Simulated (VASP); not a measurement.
# BiH in VASP: notebook

BiH is run at these levels: PBE; tasks: single point.

Program: VASP 6.6.1. These are calculated values, not measurements. Logs are shortened: lines on timing, memory, paths and dates and some standing lists are left out, and cuts for length are marked.

## Step 1: The cell of the first run

The cell holds a sheet with vacuum, 2 atoms: a = 4.334 Å, b = 4.334 Å, c = 14.000 Å, α = 90.00°, β = 90.00°, γ = 105.52°.

## Step 2: Single point, PBE

Input file INCAR:

```
  PREC = Accurate
  ENCUT = 520
  EDIFF = 1E-6
  ISMEAR = 0
  SIGMA = 0.1
  LREAL = False
  LASPH = True
  NELM = 80
  ALGO = Normal
  ISIF = 2
  LWAVE = False
  LCHARG = False
  LDIPOL = True
  IDIPOL = 3
  DIPOL = 0.5 0.5 0.500
  GGA = PE
  NBANDS = 15
```

Input file KPOINTS:

```
regular mesh
0
Gamma
  4 4 1
```

Input file POSCAR:

```
BiH
1.0
    4.3339090000      0.0000000000      0.0000000000
   -1.1595250000      4.1759150000      0.0000000000
    0.0000000000      0.0000000000     14.0000000000
Bi H
1 1
Direct
    0.0000000000      0.0000000000      0.5000000000
    0.5000000000      0.5000000000      0.5000000000
```

Potentials or basis: VASP PAW PBE potentials, release 64 (Bi_d, H).

Run with:

```bash
cat potpaw_PBE.64/Bi_d/POTCAR potpaw_PBE.64/H/POTCAR > POTCAR
mpirun -np 1 vasp_std > vasp.out
```

OUTCAR:

```text
PREC = Accurate
   ENCUT = 520
   EDIFF = 1E-6
   ISMEAR = 0
   LREAL = False
   LASPH = True
   NELM = 80
   ISIF = 2
   GGA = PE

 ion  position               nearest neighbor table
   1  0.000  0.000  0.500-
   2  0.500  0.500  0.500-

  LATTYP: Found a base centered orthorhombic cell.
 ALAT       =     5.2454723206
 B/A-ratio  =     1.3155041864
 C/A-ratio  =     2.6689684254

  Lattice vectors:

 A1 = (   4.3339090000,   0.0000000000,   0.0000000000)
 A2 = (  -1.1595250000,   4.1759150000,   0.0000000000)
 A3 = (   0.0000000000,   0.0000000000,  14.0000000000)

Analysis of symmetry for initial positions (statically):
=====================================================================
 Subroutine PRICEL returns:
 Original cell was already a primitive cell.

 Routine SETGRP: Setting up the symmetry group for a
 base centered orthorhombic supercell.

 Subroutine GETGRP returns: Found  8 space group operations
 (whereof  8 operations were pure point group operations)
 out of a pool of  8 trial point group operations.

The static configuration has the point symmetry D_2h.

Analysis of symmetry for dynamics (positions and initial velocities):
=====================================================================
 Subroutine PRICEL returns:
 Original cell was already a primitive cell.

 Routine SETGRP: Setting up the symmetry group for a
 base centered orthorhombic supercell.

 Subroutine GETGRP returns: Found  8 space group operations
 (whereof  8 operations were pure point group operations)
 out of a pool of  8 trial point group operations.

The dynamic configuration has the point symmetry D_2h.

 Subroutine INISYM returns: Found  8 space group operations
 (whereof  8 operations are pure point group operations),
 and found     1 'primitive' translations

----------------------------------------------------------------------------------------

                                     Primitive cell

  volume of cell :     253.3725

  direct lattice vectors                    reciprocal lattice vectors
     4.333909000  0.000000000  0.000000000     0.230738578  0.064069108  0.000000000
    -1.159525000  4.175915000  0.000000000     0.000000000  0.239468476  0.000000000
     0.000000000  0.000000000 14.000000000     0.000000000  0.000000000  0.071428571

  length of vectors
     4.333909000  4.333908665 14.000000000     0.239468457  0.239468476  0.071428571

  position of ions in fractional coordinates (direct lattice)
     0.000000000  0.000000000  0.500000000
     0.500000000  0.500000000  0.500000000

  ion indices of the primitive-cell ions
   primitive index   ion index
                 1           1
                 2           2

----------------------------------------------------------------------------------------

 KPOINTS: regular mesh

Automatic generation of k-mesh.
 Grid dimensions read from file:
 generate k-points for:    4    4    1

 Generating k-lattice:

  Cartesian coordinates                     Fractional coordinates (reciprocal lattice)
     0.057684645  0.016017277  0.000000000     0.250000000  0.000000000  0.000000000
     0.000000000  0.059867119  0.000000000     0.000000000  0.250000000  0.000000000
     0.000000000  0.000000000  0.071428571     0.000000000  0.000000000  1.000000000

  Length of vectors
     0.059867114  0.059867119  0.071428571

  Shift w.r.t. Gamma in fractional coordinates (k-lattice)
     0.000000000  0.000000000  0.000000000

 Subroutine IBZKPT returns following result:
 ===========================================

 Found      7 irreducible k-points:

 Following reciprocal coordinates:
            Coordinates               Weight
  0.000000  0.000000  0.000000      1.000000
  0.250000 -0.000000  0.000000      4.000000
  0.500000 -0.000000  0.000000      2.000000
  0.250000  0.250000  0.000000      2.000000
  0.500000  0.250000  0.000000      4.000000
 -0.250000  0.250000  0.000000      2.000000
  0.500000  0.500000  0.000000      1.000000
   k-points           NKPTS =      7   k-points in BZ     NKDIM =      7   number of bands    NBANDS=     15
   number of dos      NEDOS =    301   number of ions     NIONS =      2
   total plane-waves  NPLWV = 110592
   dimension x,y,z NGX =    32 NGY =   32 NGZ =  108
   dimension x,y,z NGXF=    64 NGYF=   64 NGZF=  216
   ions per type =               1   1
   NGX,Y,Z   is equivalent  to a cutoff of  12.27, 12.27, 12.82 a.u.
   NGXF,Y,Z  is equivalent  to a cutoff of  24.55, 24.55, 25.65 a.u.
 SYSTEM =  unknown system
   PREC   = accura    normal or accurate (medium, high low for compatibility)
   ISTART =      0    job   : 0-new  1-cont  2-samecut
   ICHARG =      2    charge: 1-file 2-atom 10-const
   ISPIN  =      1    spin polarized calculation?
   LNONCOLLINEAR =      F non collinear calculations
   LSORBIT =      F    spin-orbit coupling
   LASPH  =      T    aspherical Exc in radial PAW
   ENCUT  =  520.0 eV  38.22 Ry    6.18 a.u.   8.06  8.06 26.03*2*pi/ulx,y,z
   NELM   =     80;   NELMIN=  2; NELMDL= -5     # of ELM steps
   EDIFF  = 0.1E-05   stopping-criterion for ELM
   LREAL  =      F    real-space projection
[... 7 lines left out ...]
   TEBEG  =    0.0;   TEEND  =   0.0 temperature during run
   PSTRESS=    0.0 pullay stress
   NELECT =      16.0000    total number of electrons
   NUPDOWN=      -1.0000    fix difference up-down
   EMIN   =  10.00;   EMAX   =-10.00  energy-range for DOS
   EFERMI =   0.00;   METHOD = LEGACY
   ISMEAR =     0;   SIGMA  =   0.10  broadening in eV -4-tet -1-fermi 0-gaus
   EFERMI_NEDOS =   21; number of points for ismear=-14 and -15
   IALGO  =     38    algorithm
   IMIX   =      4    mixing-type and parameters
     AMIX     =   0.40;   BMIX     =  1.00
     AMIX_MAG =   1.60;   BMIX_MAG =  1.00
  volume/ion in A,a.u.               =     126.69       854.92
  Fermi-wavevector in a.u.,A,eV,Ry     =   0.651921  1.231952  5.782490  0.425001
  Thomas-Fermi vector in A             =   1.721676
   LORBIT       =      0    0 simple, 1 ext, 2 COOP (PROOUT), +10 PAW based schemes
   GGA     = PE    functional components
   LHFCALC =     F    Hartree Fock is set to
   AEXX    =    0.0000 exact exchange contribution
   IVDW    =     0    specifies the selected vdW correction
   LEPSILON=     F    determine dielectric tensor
   LRPA    =     F    only Hartree local field effects (RPA)
 non-spin polarized calculation
 Gauss-broadening in eV      SIGMA  =   0.10
  energy-cutoff  :      520.00
  volume of cell :      253.37
 maximum number of plane-waves:      6854
   NGX = 17   NGY = 17   NGZ = 53

 number of electron      15.9999992 magnetization

 dipolmoment           0.000000      0.000000      0.000000 electrons x Angstroem

 Free energy of the ion-electron system (eV)
  ---------------------------------------------------
  ext. energy  EPLUGINS =         0.00000000
  ---------------------------------------------------
  free energy    TOTEN  =        -4.31410927 eV

  energy without entropy =       -4.29898290  energy(sigma->0) =       -4.30654608

 E-fermi :  -3.2638     XC(G=0):  -2.7000

 val. band max:       -3.3771340631   @ k =   0.2500   0.2500   0.0000
 cond. band min:      -3.2370831739   @ k =   0.2500   0.2500   0.0000
 fundamental gap:      0.1400508892
 Fermi energy:        -3.2637957802

 k-point     1 :       0.0000    0.0000    0.0000
  band No.  band energies     occupation
      1     -26.1358      2.00000
      2     -26.1337      2.00000
      3     -26.1278      2.00000
      4     -26.0877      2.00000
      5     -26.0867      2.00000
      6     -13.6872      2.00000
      7      -3.8915      2.00000
      8      -3.8473      2.00000
      9      -2.3390      0.00000
     10      -1.6272      0.00000
     11       0.6489      0.00000
     12       1.7023      0.00000
     13       2.2128      0.00000
     14       3.9255      0.00000
     15       4.4707      0.00000

 k-point     2 :       0.2500   -0.0000    0.0000
  band No.  band energies     occupation
      1     -26.1364      2.00000
      2     -26.1332      2.00000
      3     -26.1239      2.00000
      4     -26.0886      2.00000
      5     -26.0855      2.00000
      6     -13.5114      2.00000
      7      -5.5420      2.00000
      8      -3.5623      1.99998
      9      -2.1237      0.00000
     10      -0.5385      0.00000
     11       1.1641      0.00000
     12       1.9532      0.00000
     13       2.6605      0.00000
     14       3.4534      0.00000
     15       3.4549      0.00000

 k-point     3 :       0.5000   -0.0000    0.0000
  band No.  band energies     occupation
      1     -26.1371      2.00000
      2     -26.1327      2.00000
      3     -26.1205      2.00000
      4     -26.0895      2.00000
      5     -26.0837      2.00000
      6     -13.3125      2.00000
      7      -6.5275      2.00000
      8      -3.2075      0.42569
      9      -2.4553      0.00000
     10       0.8471      0.00000
     11       1.5583      0.00000
     12       2.0869      0.00000
     13       3.0883      0.00000
     14       3.0933      0.00000
     15       3.7003      0.00000

 k-point     4 :       0.2500    0.2500    0.0000
  band No.  band energies     occupation
      1     -26.1370      2.00000
      2     -26.1326      2.00000
      3     -26.1197      2.00000
      4     -26.0895      2.00000
      5     -26.0847      2.00000
      6     -13.3219      2.00000
      7      -6.2127      2.00000
      8      -3.3771      1.89103
      9      -3.2371      0.70560
     10       0.8078      0.00000
     11       2.0435      0.00000
     12       2.0942      0.00000
     13       3.5766      0.00000
     14       3.7041      0.00000
     15       3.7698      0.00000

 k-point     5 :       0.5000    0.2500    0.0000
  band No.  band energies     occupation
      1     -26.1374      2.00000
      2     -26.1343      2.00000
      3     -26.1156      2.00000
      4     -26.0904      2.00000
      5     -26.0834      2.00000
      6     -13.2334      2.00000
      7      -5.8950      2.00000
      8      -3.6316      2.00000
      9      -3.0405      0.00159
     10      -1.2382      0.00000
     11       2.0660      0.00000
     12       2.7562      0.00000
     13       3.6157      0.00000
     14       3.8636      0.00000
     15       4.4135      0.00000

 k-point     6 :      -0.2500    0.2500    0.0000
  band No.  band energies     occupation
      1     -26.1368      2.00000
      2     -26.1348      2.00000
      3     -26.1194      2.00000
      4     -26.0895      2.00000
      5     -26.0848      2.00000
      6     -13.4326      2.00000
      7      -4.6271      2.00000
      8      -3.4061      1.95586
      9      -3.0975      0.01869
     10      -2.4456      0.00000
     11       1.4856      0.00000
     12       2.1719      0.00000
     13       3.0369      0.00000
     14       3.9483      0.00000
     15       4.6115      0.00000

 k-point     7 :       0.5000    0.5000    0.0000
  band No.  band energies     occupation
      1     -26.1377      2.00000
      2     -26.1362      2.00000
      3     -26.1109      2.00000
      4     -26.0914      2.00000
      5     -26.0826      2.00000
      6     -13.1487      2.00000
      7      -4.5129      2.00000
      8      -4.3111      2.00000
      9      -3.6612      2.00000
     10      -2.8487      0.00000
     11       2.4099      0.00000
     12       3.5922      0.00000
     13       3.9984      0.00000
     14       4.0283      0.00000
     15       4.3235      0.00000

------------------------ aborting loop because EDIFF is reached ----------------------------------------

 vacuum level on the upper side and lower side of the slab       (xc-potential included)        -0.153        -0.153

  FORCE on cell =-STRESS in cart. coord.  units (eV):
  Direction    XX          YY          ZZ          XY          YZ          ZX
  --------------------------------------------------------------------------------------
  -------------------------------------------------------------------------------------
  Total       -4.1985619     -4.8730597     -0.0248840     -1.2145700      0.0000000      0.0000000
  in kB      -26.5492141    -30.8143376     -0.1573518     -7.6802202      0.0000000      0.0000000
  external PRESSURE =     -19.1736345 kB  Pullay stress =       0.0000000 kB

 VOLUME and BASIS-vectors are now :
 -----------------------------------------------------------------------------
  energy-cutoff  :      520.00
  volume of cell :      253.37
      direct lattice vectors                 reciprocal lattice vectors
     4.333909000  0.000000000  0.000000000     0.230738578  0.064069108  0.000000000
    -1.159525000  4.175915000  0.000000000     0.000000000  0.239468476  0.000000000
     0.000000000  0.000000000 14.000000000     0.000000000  0.000000000  0.071428571

 POSITION                                       TOTAL-FORCE (eV/Angst)
 -----------------------------------------------------------------------------------
      0.00000      0.00000      7.00000         0.000000      0.000000      0.000000
      1.58719      2.08796      7.00000         0.000000      0.000000      0.000000
 -----------------------------------------------------------------------------------
    total drift:                                0.000000      0.000000      0.000000

  FREE ENERGIE OF THE ION-ELECTRON SYSTEM (eV)
  ---------------------------------------------------
  free  energy   TOTEN  =        -4.3141092661 eV

  energy  without entropy=       -4.2989828991  energy(sigma->0) =       -4.30654608

 vacuum level on the upper side and lower side of the slab         1.518         1.518
```

Run time: 34 s. Hardware: 1 thread of AMD EPYC 7R13 (Zen 3), shared host; peak memory 0.28 GiB.

Results:

```yaml
Free_energy: -4.3141 eV
Band_gap_on_the_k_mesh: zero (band 8 reaches -3.21 eV, above the bottom of band 9 at -3.66 eV)
```

Caveat: the k points lie up to 0.38 Å⁻¹ apart; spin-orbit coupling is left out, which moves the levels of the heavy elements.

(Part 1 of 2 ends here.)
